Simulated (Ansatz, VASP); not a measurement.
Two plane-wave programs on GaP

```
Ga P
1.0
     0.00000    2.67089    2.77176
     2.67089    0.00000    2.77176
     2.67089    2.67089    0.00000
Ga P
1 1
Direct
  0.00000 0.00000 0.00000
  0.25000 0.25000 0.25000
```

Change from the starting cell: epitaxial_xy strain -2.0%.

Alike in both runs: task single point; functional r2SCAN; k mesh 8 × 8 × 8; non-collinear spin, spin-orbit coupling.

|  | VASP | Ansatz |
| --- | --- | --- |
| version | VASP 6.6.1 | Ansatz 0.2.0 |
| potentials or method | VASP PAW PBE potentials, release 64 (Ga_d, P) | plane waves, PAW |
| plane-wave cutoff (eV) | 520 | 500 |
| occupations | gaussian, width 0.01 eV | fixed |
| valence electrons in the cell | 18 | 18 |

|  | VASP | Ansatz | Ansatz less VASP |
| --- | --- | --- | --- |
| pressure (GPa) | 2.1 | 2.2 | +0.11 |
| traceless stress, the component that is largest in VASP (GPa) | -2.19 | -2.18 | +0.010 |
| net moment per atom (μB) | 0.00 | 0.00 | 0.000 |

VASP's potentials were made for PBE, not for r2SCAN.
